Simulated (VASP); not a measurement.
Input of a VASP 6.6.1 run:

File INCAR:

```
ALGO = Normal
DIPOL = 0.5 0.5 0.399
EDIFF = 1E-6
ENCUT = 520
GGA = PE
IDIPOL = 3
ISIF = 2
ISMEAR = 0
IVDW = 12
LASPH = True
LCHARG = False
LDIPOL = True
LREAL = False
LWAVE = False
NBANDS = 35
NELM = 60
PREC = Accurate
SIGMA = 0.05
```

The input KPOINTS:

```
k-points
0
Gamma
  9 9 1
```

File POSCAR:

```
Te2Mo
1.0
    3.5038816881      0.0000000000      0.0000000000
   -1.7519408440      3.0344505538      0.0000000000
    0.0000000000      0.0000000000     24.7677198395
Te Mo
4 2
Direct
    0.3333333333      0.6666666667      0.1816881017
    0.3333333333      0.6666666667      0.3284056818
    0.3333333333      1.1666666667      0.4689111470
    0.3333333333      1.1666666667      0.6156287272
    0.6666666667      0.3333333333      0.2550468917
    0.6666666667      0.8333333333      0.5422699371
```

Potentials or basis: VASP PAW PBE potentials, release 64 (Te, Mo_sv).

Run with:

```bash
$ cat potpaw_PBE.64/Te/POTCAR potpaw_PBE.64/Mo_sv/POTCAR > POTCAR
$ mpirun -np 1 vasp_std > vasp.out
```

Question: Estimate the largest force.

Answer: 0.028 eV/Å.

Question: What does it give for the dispersion energy per atom?

Answer: -0.465 eV.

Forces in eV/Å, atoms in the order of the input:
```
Te   0.004  0.002  0.002
Te  -0.003 -0.001  0.028
Te  -0.003 -0.001 -0.028
Te   0.004  0.002 -0.002
Mo  -0.002 -0.001  0.010
Mo  -0.002 -0.001 -0.010
```
